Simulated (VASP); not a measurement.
# InSb3 (Fm-3m) in VASP: settings compared

The runs below take InSb3 through single point, with BLYP, PBE.

All numbers are computed with VASP 6.6.1; they aren't measurements. Logs are shortened: lines on timing, memory, paths and dates and some standing lists are left out, and cuts for length are marked.

## 1. The cell of the first run

Symmetry: Fm-3m, No. 225, cubic system. The conventional cell has a = 7.589 Å, b = 7.589 Å, c = 7.589 Å, α = 90.00°, β = 90.00°, γ = 90.00°. Within 4.3 Å of In (site symmetry m-3m) lie 14 Sb at 3.29 to 3.79 Å. Sb (site symmetry -43m) has 4 In at 3.29 Å and 10 Sb at 3.29 to 3.79 Å within 4.3 Å. Within 4.3 Å of Sb (site symmetry m-3m) lie 8 Sb at 3.29 Å and 6 In at 3.79 Å.

## 2. Single point, BLYP

File INCAR:

```
SYSTEM = InSb3
PREC = Accurate
ENCUT = 500
EDIFF = 1E-6
ISMEAR = 0
SIGMA = 0.1
LREAL = .False.
LASPH = .True.
NELM = 120
ALGO = Normal
ISIF = 2
LWAVE = .False.
LCHARG = .False.
GGA = B5
ALDAX = 1.0
AGGAX = 1.0
AGGAC = 1.0
ALDAC = 0.0
NBANDS = 22
GGA_COMPAT = .False.
```

File KPOINTS:

```
regular mesh
0
Gamma
  2 2 2
  0 0 0
```

File POSCAR:

```
InSb3
1.0
    0.0000000000      3.7945550000      3.7945550000
    3.7945550000      0.0000000000      3.7945550000
    3.7945550000      3.7945550000      0.0000000000
In Sb
1 3
Direct
    0.0000000000      0.0000000000      0.0000000000
    0.2500000000      0.2500000000      0.2500000000
    0.7500000000      0.7500000000      0.7500000000
    0.5000000000      0.5000000000      0.5000000000
```

Potentials or basis: VASP PAW PBE potentials, release 64 (In_d, Sb).

On the command line:

```console
$ cat potpaw_PBE.64/In_d/POTCAR potpaw_PBE.64/Sb/POTCAR > POTCAR
$ mpirun -np 1 vasp_std > vasp.out
```

OUTCAR:

```text
SYSTEM = InSb3
   PREC = Accurate
   ENCUT = 500
   EDIFF = 1E-6
   ISMEAR = 0
   LREAL = .False.
   LASPH = .True.
   NELM = 120
   ISIF = 2
   GGA = B5

 ion  position               nearest neighbor table
   1  0.000  0.000  0.000-   2 3.29   3 3.29   3 3.29   3 3.29   3 3.29   2 3.29   2 3.29   2 3.29
                             4 3.79   4 3.79   4 3.79   4 3.79   4 3.79   4 3.79
   2  0.250  0.250  0.250-   1 3.29   4 3.29   1 3.29   1 3.29   1 3.29   4 3.29   4 3.29   4 3.29

   3  0.750  0.750  0.750-   1 3.29   4 3.29   4 3.29   4 3.29   4 3.29   1 3.29   1 3.29   1 3.29

   4  0.500  0.500  0.500-   2 3.29   3 3.29   2 3.29   2 3.29   2 3.29   3 3.29   3 3.29   3 3.29
                             1 3.79   1 3.79   1 3.79   1 3.79   1 3.79   1 3.79

  LATTYP: Found a face centered cubic cell.
 ALAT       =     7.5891100000

  Lattice vectors:

 A1 = (   0.0000000000,   3.7945550000,   3.7945550000)
 A2 = (   3.7945550000,   0.0000000000,   3.7945550000)
 A3 = (   3.7945550000,   3.7945550000,   0.0000000000)

Analysis of symmetry for initial positions (statically):
=====================================================================
 Subroutine PRICEL returns:
 Original cell was already a primitive cell.

 Routine SETGRP: Setting up the symmetry group for a
 face centered cubic supercell.

 Subroutine GETGRP returns: Found 48 space group operations
 (whereof 48 operations were pure point group operations)
 out of a pool of 48 trial point group operations.

The static configuration has the point symmetry O_h .

Analysis of symmetry for dynamics (positions and initial velocities):
=====================================================================
 Subroutine PRICEL returns:
 Original cell was already a primitive cell.

 Routine SETGRP: Setting up the symmetry group for a
 face centered cubic supercell.

 Subroutine GETGRP returns: Found 48 space group operations
 (whereof 48 operations were pure point group operations)
 out of a pool of 48 trial point group operations.

The dynamic configuration has the point symmetry O_h .

 Subroutine INISYM returns: Found 48 space group operations
 (whereof 48 operations are pure point group operations),
 and found     1 'primitive' translations

----------------------------------------------------------------------------------------

                                     Primitive cell
[... 72 lines left out ...]
   NELM   =    120;   NELMIN=  2; NELMDL= -5     # of ELM steps
   EDIFF  = 0.1E-05   stopping-criterion for ELM
   LREAL  =      F    real-space projection
   EDIFFG = 0.1E-04   stopping-criterion for IOM
   NSW    =      0    number of steps for IOM
   IBRION =     -1    ionic relax: 0-MD 1-quasi-New 2-CG
   NFREE  =      0    steps in history (QN), initial steepest desc. (CG)
   ISIF   =      2    stress and relaxation
   ISYM   =      2    0-nonsym 1-usesym 2-fastsym
   POTIM  = 0.5000    time-step for ionic-motion
   TEBEG  =    0.0;   TEEND  =   0.0 temperature during run
   PSTRESS=    0.0 pullay stress
   NELECT =      28.0000    total number of electrons
   NUPDOWN=      -1.0000    fix difference up-down
   EMIN   =  10.00;   EMAX   =-10.00  energy-range for DOS
   EFERMI =   0.00;   METHOD = LEGACY
   ISMEAR =     0;   SIGMA  =   0.10  broadening in eV -4-tet -1-fermi 0-gaus
   EFERMI_NEDOS =   21; number of points for ismear=-14 and -15
   IALGO  =     38    algorithm
   IMIX   =      4    mixing-type and parameters
     AMIX     =   0.40;   BMIX     =  1.00
     AMIX_MAG =   1.60;   BMIX_MAG =  1.00
  volume/ion in A,a.u.               =      27.32       184.35
  Fermi-wavevector in a.u.,A,eV,Ry     =   1.039816  1.964968 14.710866  1.081218
  Thomas-Fermi vector in A             =   2.174364
   LORBIT       =      0    0 simple, 1 ext, 2 COOP (PROOUT), +10 PAW based schemes
   GGA     = B5    functional components
   LHFCALC =     F    Hartree Fock is set to
   AEXX    =    0.0000 exact exchange contribution
   IVDW    =     0    specifies the selected vdW correction
   LEPSILON=     F    determine dielectric tensor
   LRPA    =     F    only Hartree local field effects (RPA)
 non-spin polarized calculation
 Gauss-broadening in eV      SIGMA  =   0.10
  energy-cutoff  :      500.00
  volume of cell :      109.27
 maximum number of plane-waves:      2788
 NGX is ok and might be reduce to    40
   NGX = 19   NGY = 19   NGZ = 19

 number of electron      27.9999991 magnetization

 Free energy of the ion-electron system (eV)
  ---------------------------------------------------
  ext. energy  EPLUGINS =         0.00000000
  ---------------------------------------------------
  free energy    TOTEN  =       -10.96480581 eV

  energy without entropy =      -10.94552302  energy(sigma->0) =      -10.95516442

 E-fermi :   8.7159     XC(G=0):  -9.4840

 val. band max:        8.2751798578   @ k =   0.5000   0.0000   0.0000
 cond. band min:       8.7463554684   @ k =   0.5000   0.5000   0.0000
 fundamental gap:      0.4711756107
 Fermi energy:         8.7158984491

 k-point     1 :       0.0000    0.0000    0.0000
  band No.  band energies     occupation
      1      -5.7763      2.00000
      2      -5.7763      2.00000
      3      -5.7763      2.00000
      4      -5.7414      2.00000
      5      -5.7414      2.00000
      6      -3.8254      2.00000
[... 64 lines left out ...]
     21      13.5660      0.00000
     22      14.1021      0.00000

------------------------ aborting loop because EDIFF is reached ----------------------------------------

  FORCE on cell =-STRESS in cart. coord.  units (eV):
  Direction    XX          YY          ZZ          XY          YZ          ZX
  --------------------------------------------------------------------------------------
  -------------------------------------------------------------------------------------
  Total        4.0832257      4.0832257      4.0832257      0.0000000      0.0000000      0.0000000
  in kB       59.8689195     59.8689195     59.8689195      0.0000000      0.0000000      0.0000000
  external PRESSURE =      59.8689195 kB  Pullay stress =       0.0000000 kB

 VOLUME and BASIS-vectors are now :
 -----------------------------------------------------------------------------
  energy-cutoff  :      500.00
  volume of cell :      109.27
      direct lattice vectors                 reciprocal lattice vectors
     0.000000000  3.794555000  3.794555000    -0.131767757  0.131767757  0.131767757
     3.794555000  0.000000000  3.794555000     0.131767757 -0.131767757  0.131767757
     3.794555000  3.794555000  0.000000000     0.131767757  0.131767757 -0.131767757

 POSITION                                       TOTAL-FORCE (eV/Angst)
 -----------------------------------------------------------------------------------
      0.00000      0.00000      0.00000        -0.000000      0.000000     -0.000000
      1.89728      1.89728      1.89728        -0.000000     -0.000000     -0.000000
      5.69183      5.69183      5.69183         0.000000      0.000000      0.000000
      3.79455      3.79455      3.79455        -0.000000      0.000000     -0.000000
 -----------------------------------------------------------------------------------
    total drift:                               -0.000000      0.000000      0.000000

  FREE ENERGIE OF THE ION-ELECTRON SYSTEM (eV)
  ---------------------------------------------------
  free  energy   TOTEN  =       -10.9648058125 eV

  energy  without entropy=      -10.9455230224  energy(sigma->0) =      -10.95516442
```

stdout:

```text
POSCAR found type information on POSCAR InSb
 POSCAR found :  2 types and       4 ions
 scaLAPACK will be used
 -----------------------------------------------------------------------------
|                                                                             |
|                                                                             |
|     You enforced a specific xc type in the INCAR file but a different       |
|     I HOPE YOU KNOW WHAT YOU ARE DOING!                                     |
|                                                                             |
 -----------------------------------------------------------------------------

 LDA part: xc-table for (Slater(with rela. corr.)+VWN5), standard interpolation
 POSCAR, INCAR and KPOINTS ok, starting setup
 FFT: planning ... GRIDC
 FFT: planning ... GRID_SOFT
 FFT: planning ... GRID
 WAVECAR not read
 entering main loop
```

It took 19 s on 1 thread of Intel Xeon 6975P-C (Granite Rapids), shared host; peak memory 0.23 GiB.

Results:

| Property | Result |
| --- | --- |
| Free energy | -10.9648 eV |
| Pressure | 6.0 GPa |
| Band gap on the k mesh | zero (band 14 reaches 9.22 eV, above the bottom of band 15 at 6.10 eV) |

Levels at points of the mesh, in eV from the Fermi level:
```csv
k point,band 11,band 12,band 13,band 14,band 15,band 16,band 17,band 18,band 19,band 20
"(0.00, 0.00, 0.00)",-2.72,-2.62,-2.62,-2.62,-2.62,-0.87,-0.87,-0.87,3.55,3.55
"(0.50, 0.00, 0.00)",-3.66,-2.79,-2.79,-0.58,-0.44,1.64,1.64,2.93,2.93,3.03
"(0.50, 0.50, 0.00)",-5.24,0.03,0.50,0.50,0.90,1.24,1.52,1.52,3.92,4.85
```

Caveat: the k points lie up to 0.72 Å⁻¹ apart; the PAW data sets were made with another functional, which shifts forces and pressure a little; spin-orbit coupling is left out, which moves the levels of the heavy elements.

## 3. Single point, PBE

File INCAR:

```
ALGO = Normal
EDIFF = 1E-6
ENCUT = 500
GGA = PE
GGA_COMPAT = F
ISIF = 2
ISMEAR = 0
LASPH = T
LCHARG = F
LREAL = F
LWAVE = F
NBANDS = 22
NELM = 120
PREC = Accurate
SIGMA = 0.1
```

File KPOINTS:

```
k-points
0
Gamma
  2 2 2
```

POSCAR is that of step 2.

Potentials or basis: VASP PAW PBE potentials, release 64 (In_d, Sb).

On the command line:

```console
$ cat potpaw_PBE.64/In_d/POTCAR potpaw_PBE.64/Sb/POTCAR > POTCAR
$ mpirun -np 1 vasp_std > vasp.out
```

It took 6.4 s on 1 thread of Intel Xeon 6975P-C (Granite Rapids), shared host; peak memory 0.23 GiB.

The run converged. Its results:

```
Free energy            : -14.4325 eV
Pressure               : 1.1 GPa
Band gap on the k mesh : zero (band 14 reaches 8.79 eV, above the bottom of band 15 at 5.83 eV)
```

Levels at points of the mesh, in eV from the Fermi level:
```csv
k point,band 11,band 12,band 13,band 14,band 15,band 16,band 17,band 18,band 19,band 20
"(0.00, 0.00, 0.00)",-2.82,-2.69,-2.69,-2.69,-2.43,-0.93,-0.93,-0.93,3.17,3.17
"(0.50, 0.00, 0.00)",-3.75,-2.90,-2.90,-0.56,-0.35,1.61,1.61,2.81,2.81,3.15
"(0.50, 0.50, 0.00)",-5.37,0.03,0.53,0.53,0.97,1.33,1.54,1.54,3.97,4.82
```

Caveat: the k points lie up to 0.72 Å⁻¹ apart; spin-orbit coupling is left out, which moves the levels of the heavy elements.
